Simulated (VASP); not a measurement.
# Ti (I4_1/amd) in VASP: relaxation of cell and atoms with PBEsol

Aim: the relaxation of cell and atoms of Ti with PBEsol.

All numbers are computed with VASP 6.6.1; they aren't measurements. Logs are shortened: lines on timing, memory, paths and dates and some standing lists are left out, and cuts for length are marked.

## 1. The cell of the first run

Symmetry: I4_1/amd, No. 141, tetragonal system. The conventional cell has a = 4.676 Å, b = 4.676 Å, c = 2.572 Å, α = 90.00°, β = 90.00°, γ = 90.00°. Ti (site symmetry -4m2) has 10 Ti at 2.42 to 3.03 Å within 3.2 Å.

## 2. Relaxation of cell and atoms, PBEsol, target pressure 30 GPa, at which the enthalpy is minimised

INCAR

```
PREC = Accurate
ENCUT = 600
EDIFF = 1E-6
ISMEAR = -1
SIGMA = 0.1
LREAL = F
LASPH = T
NELM = 80
ALGO = Normal
ISIF = 3
LWAVE = F
LCHARG = F
GGA = PS
IBRION = 2
NSW = 60
EDIFFG = -0.005
PSTRESS = 300.0
```

KPOINTS

```
regular mesh
0
Gamma
  17 17 17
```

POSCAR

```
Ti
1.0
   -2.3379222886      2.3379222886      1.2858572587
    2.3379222886     -2.3379222886      1.2858572587
    2.3379222886      2.3379222886     -1.2858572587
Ti
2
Direct
   -0.3750000000     -0.1250000000     -0.2500000000
    0.3750000000      0.1250000000      0.2500000000
```

Potentials or basis: VASP PAW PBE potentials, release 64 (Ti_sv).

Launch:

```bash
cat potpaw_PBE.64/Ti_sv/POTCAR > POTCAR
mpirun -np 1 vasp_std > vasp.out
```

OUTCAR:

```text
PREC = Accurate
   ENCUT = 600
   EDIFF = 1E-6
   ISMEAR = -1
   LREAL = F
   LASPH = T
   NELM = 80
   ISIF = 3
   GGA = PS
   IBRION = 2
   NSW = 60
   EDIFFG = -0.005
   PSTRESS = 300.0

 ion  position               nearest neighbor table
   1  0.625  0.875  0.750-   2 2.42   2 2.42   2 2.42   2 2.42
   2  0.375  0.125  0.250-   1 2.42   1 2.42   1 2.42   1 2.42

  LATTYP: Found a body centered tetragonal cell.
 ALAT       =     4.6758445772
 C/A-ratio  =     0.5500000000

  Lattice vectors:

 A1 = (  -2.3379222886,   2.3379222886,   1.2858572587)
 A2 = (   2.3379222886,  -2.3379222886,   1.2858572587)
 A3 = (   2.3379222886,   2.3379222886,  -1.2858572587)

Analysis of symmetry for initial positions (statically):
=====================================================================
 Subroutine PRICEL returns:
 Original cell was already a primitive cell.

 Routine SETGRP: Setting up the symmetry group for a
 body centered tetragonal supercell.

 Subroutine GETGRP returns: Found 16 space group operations
 (whereof  4 operations were pure point group operations)
 out of a pool of 16 trial point group operations.

The static configuration has the point symmetry C_2h.
 The point group associated with its full space group is D_4h.

Analysis of symmetry for dynamics (positions and initial velocities):
=====================================================================
 Subroutine PRICEL returns:
 Original cell was already a primitive cell.

 Routine SETGRP: Setting up the symmetry group for a
 body centered tetragonal supercell.

 Subroutine GETGRP returns: Found 16 space group operations
 (whereof  4 operations were pure point group operations)
 out of a pool of 16 trial point group operations.

The dynamic configuration has the point symmetry C_2h.
 The point group associated with its full space group is D_4h.

 Subroutine INISYM returns: Found 16 space group operations
 (whereof  4 operations are pure point group operations),
 and found     1 'primitive' translations

----------------------------------------------------------------------------------------

                                     Primitive cell

  volume of cell :      28.1134

  direct lattice vectors                    reciprocal lattice vectors
    -2.337922289  2.337922289  1.285857259     0.000000000  0.213865107  0.388845649
     2.337922289 -2.337922289  1.285857259     0.213865107  0.000000000  0.388845649
     2.337922289  2.337922289 -1.285857259     0.213865107  0.213865107  0.000000000

  length of vectors
     3.547561154  3.547561154  3.547561154     0.443778348  0.443778348  0.302450935

  position of ions in fractional coordinates (direct lattice)
     0.625000000  0.875000000  0.750000000
     0.375000000  0.125000000  0.250000000

  ion indices of the primitive-cell ions
   primitive index   ion index
                 1           1
                 2           2

----------------------------------------------------------------------------------------

 KPOINTS: regular mesh

Automatic generation of k-mesh.
 Grid dimensions read from file:
 generate k-points for:   17   17   17

 Generating k-lattice:

  Cartesian coordinates                     Fractional coordinates (reciprocal lattice)
     0.000000000  0.012580300  0.022873273     0.058823529  0.000000000  0.000000000
     0.012580300  0.000000000  0.022873273     0.000000000  0.058823529  0.000000000
     0.012580300  0.012580300  0.000000000     0.000000000  0.000000000  0.058823529

  Length of vectors
     0.026104609  0.026104609  0.017791231

  Shift w.r.t. Gamma in fractional coordinates (k-lattice)
     0.000000000  0.000000000  0.000000000

 Subroutine IBZKPT returns following result:
 ===========================================

 Found    405 irreducible k-points:

 Following reciprocal coordinates:
            Coordinates               Weight
  0.000000  0.000000  0.000000      1.000000
  0.058824  0.000000 -0.000000      8.000000
  0.117647  0.000000 -0.000000      8.000000
  0.176471  0.000000 -0.000000      8.000000
  0.235294  0.000000 -0.000000      8.000000
  0.294118  0.000000  0.000000      8.000000
[... 16 lines left out ...]
 -0.176471  0.058824  0.000000     16.000000
 -0.117647  0.058824  0.000000     16.000000
 [... further k-points ...]
   k-points           NKPTS =    405   k-points in BZ     NKDIM =    405   number of bands    NBANDS=     16
   number of dos      NEDOS =    301   number of ions     NIONS =      2
   total plane-waves  NPLWV =  21952
   dimension x,y,z NGX =    28 NGY =   28 NGZ =   28
   dimension x,y,z NGXF=    56 NGYF=   56 NGZF=   56
   ions per type =               2
   NGX,Y,Z   is equivalent  to a cutoff of  13.12, 13.12, 13.12 a.u.
   NGXF,Y,Z  is equivalent  to a cutoff of  26.24, 26.24, 26.24 a.u.
 SYSTEM =  unknown system
   PREC   = accura    normal or accurate (medium, high low for compatibility)
   ISTART =      0    job   : 0-new  1-cont  2-samecut
   ICHARG =      2    charge: 1-file 2-atom 10-const
   ISPIN  =      1    spin polarized calculation?
   LNONCOLLINEAR =      F non collinear calculations
   LSORBIT =      F    spin-orbit coupling
   LASPH  =      T    aspherical Exc in radial PAW
   ENCUT  =  600.0 eV  44.10 Ry    6.64 a.u.   7.09  7.09  7.09*2*pi/ulx,y,z
   NELM   =     80;   NELMIN=  2; NELMDL= -5     # of ELM steps
   EDIFF  = 0.1E-05   stopping-criterion for ELM
   LREAL  =      F    real-space projection
   EDIFFG = -.5E-02   stopping-criterion for IOM
   NSW    =     60    number of steps for IOM
   IBRION =      2    ionic relax: 0-MD 1-quasi-New 2-CG
   NFREE  =      1    steps in history (QN), initial steepest desc. (CG)
   ISIF   =      3    stress and relaxation
   ISYM   =      2    0-nonsym 1-usesym 2-fastsym
   POTIM  = 0.5000    time-step for ionic-motion
   TEBEG  =    0.0;   TEEND  =   0.0 temperature during run
   PSTRESS=  300.0 pullay stress
   NELECT =      24.0000    total number of electrons
   NUPDOWN=      -1.0000    fix difference up-down
   EMIN   =  10.00;   EMAX   =-10.00  energy-range for DOS
   EFERMI =   0.00;   METHOD = LEGACY
   ISMEAR =    -1;   SIGMA  =   0.10  broadening in eV -4-tet -1-fermi 0-gaus
   EFERMI_NEDOS =   21; number of points for ismear=-14 and -15
   IALGO  =     38    algorithm
   IMIX   =      4    mixing-type and parameters
     AMIX     =   0.40;   BMIX     =  1.00
     AMIX_MAG =   1.60;   BMIX_MAG =  1.00
  volume/ion in A,a.u.               =      14.06        94.86
  Fermi-wavevector in a.u.,A,eV,Ry     =   1.553010  2.934764 32.815080  2.411840
  Thomas-Fermi vector in A             =   2.657303
   LORBIT       =      0    0 simple, 1 ext, 2 COOP (PROOUT), +10 PAW based schemes
   GGA     = PS    functional components
   LHFCALC =     F    Hartree Fock is set to
   AEXX    =    0.0000 exact exchange contribution
   IVDW    =     0    specifies the selected vdW correction
   LEPSILON=     F    determine dielectric tensor
   LRPA    =     F    only Hartree local field effects (RPA)
 conjugate gradient relaxation of ions
 non-spin polarized calculation
  energy-cutoff  :      600.00
  volume of cell :       28.11
 maximum number of plane-waves:       965
   NGX = 15   NGY = 15   NGZ = 15

--------------------------------------- Ionic step        1  -------------------------------------------

 number of electron      23.9999994 magnetization

 Free energy of the ion-electron system (eV)
  ---------------------------------------------------
  ext. energy  EPLUGINS =         0.00000000
  ---------------------------------------------------
  free energy    TOTEN  =       -15.54380015 eV

  energy without entropy =      -15.44961797  energy(sigma->0) =      -15.49670906

------------------------ aborting loop because EDIFF is reached ----------------------------------------

  FORCE on cell =-STRESS in cart. coord.  units (eV):
  Direction    XX          YY          ZZ          XY          YZ          ZX
  --------------------------------------------------------------------------------------
  -------------------------------------------------------------------------------------
  Total        3.6674711      3.6674711      4.9137095      0.0000000     -0.0000000      0.0000000
  in kB      209.0087132    209.0087132    280.0316817      0.0000000     -0.0000000      0.0000000
  external PRESSURE =     -67.3169640 kB  Pullay stress =     300.0000000 kB
[... 251 lines left out ...]
  enthalpy is  TOTEN    =       -10.3241544351 eV   P V=        5.0659613689

--------------------------------------- Ionic step        8  -------------------------------------------

 number of electron      24.0000003 magnetization

 Free energy of the ion-electron system (eV)
  ---------------------------------------------------
  ext. energy  EPLUGINS =         0.00000000
  ---------------------------------------------------
  free energy    TOTEN  =       -15.38536154 eV

  energy without entropy =      -15.29548358  energy(sigma->0) =      -15.34042256

 E-fermi :  10.7193     XC(G=0): -12.8435

 val. band max:       10.7187401289   @ k =   0.3529   0.1176   0.0000
 cond. band min:      10.7220438288   @ k =   0.4118   0.1765  -0.0000
 fundamental gap:      0.0033036998
 Fermi energy:        10.7193290966

 k-point     1 :       0.0000    0.0000    0.0000
  band No.  band energies     occupation
      1     -45.3831      2.00000
      2     -44.5760      2.00000
      3     -22.2609      2.00000
      4     -22.2609      2.00000
      5     -20.8277      2.00000
      6     -20.7989      2.00000
[... 8 lines left out ...]
     15      13.6828      0.00000
     16      13.7678      0.00000
[... 420 lines left out ...]
  band No.  band energies     occupation
      1     -45.3592      2.00000
      2     -44.5911      2.00000
      3     -22.2552      2.00000
      4     -22.2040      2.00000
      5     -20.8978      2.00000
      6     -20.8321      2.00000
[... 8 lines left out ...]
     15      13.2659      0.00000
     16      14.1595      0.00000

 [... further k-points ...]

------------------------ aborting loop because EDIFF is reached ----------------------------------------

  FORCE on cell =-STRESS in cart. coord.  units (eV):
  Direction    XX          YY          ZZ          XY          YZ          ZX
  --------------------------------------------------------------------------------------
  -------------------------------------------------------------------------------------
  Total        5.0578438      5.0578438      5.0684123      0.0000000      0.0000000      0.0000000
  in kB      299.8014729    299.8014729    300.4279122      0.0000000      0.0000000      0.0000000
  external PRESSURE =       0.0102860 kB  Pullay stress =     300.0000000 kB
[... 17 lines left out ...]
  FREE ENERGIE OF THE ION-ELECTRON SYSTEM (eV)
  ---------------------------------------------------
  free  energy   TOTEN  =       -15.3853615372 eV

  energy  without entropy=      -15.2954835802  energy(sigma->0) =      -15.34042256

  enthalpy is  TOTEN    =       -10.3241684296 eV   P V=        5.0611931077

 reached required accuracy - stopping structural energy minimisation
```

It took 28 min on 1 thread of Intel Xeon 8259CL, shared host; peak memory 0.33 GiB.

Results:

| Quantity | Value |
| --- | --- |
| Free energy | -15.3854 eV |
| Relaxed volume | 13.51 Å³/atom |
| Relaxed cell | a = 3.469 Å, b = 3.469 Å, c = 3.469 Å, α = 98.19°, β = 98.19°, γ = 135.64° |
| Space group after relaxing (to 0.1 Å) | I4_1/amd (No. 141) |
| Energy change on relaxing (the run minimises the enthalpy) | +79.2 meV/atom |
| Ionic steps | 8 |
| Pressure after relaxing | 30.0 GPa |
| Band gap on the k mesh | zero (bands 12 and 13 overlap by 1.16 eV) |

Step by step:
```csv
step,energy change (eV),largest force (eV/Å),pressure (GPa),volume (Å³)
1,0.0000,0.0000,23.27,28.11
2,0.4374,0.0000,40.32,25.77
3,0.1940,0.0000,31.34,26.90
4,0.1679,0.0000,30.45,26.98
5,0.1631,0.0000,30.23,27.00
6,0.1635,0.0000,30.17,27.00
7,0.1537,0.0000,29.85,27.06
8,0.1584,0.0000,30.00,27.03
```

Final structure:
```cif
data_structure
_symmetry_space_group_name_H-M 'P 1'
_symmetry_Int_Tables_number 1
_cell_length_a 3.4690
_cell_length_b 3.4690
_cell_length_c 3.4690
_cell_angle_alpha 98.195
_cell_angle_beta 98.195
_cell_angle_gamma 135.636
_cell_volume 27.03
loop_
_atom_site_label
_atom_site_type_symbol
_atom_site_fract_x
_atom_site_fract_y
_atom_site_fract_z
_atom_site_occupancy
Ti1 Ti 0.62500 0.87500 0.75000 1
Ti2 Ti 0.37500 0.12500 0.25000 1
```

Levels at points of the mesh, in eV from the Fermi level:
```
           k point  band 10  band 11  band 12  band 13  band 14  band 15
(0.00, 0.00, 0.00)    -3.80    -1.24    -0.56     0.35     2.96     2.96
```

Caveat: the cell is relaxed towards a set pressure, so the run minimises the enthalpy, not the energy; the PAW data sets were made with another functional, which shifts forces and pressure a little.
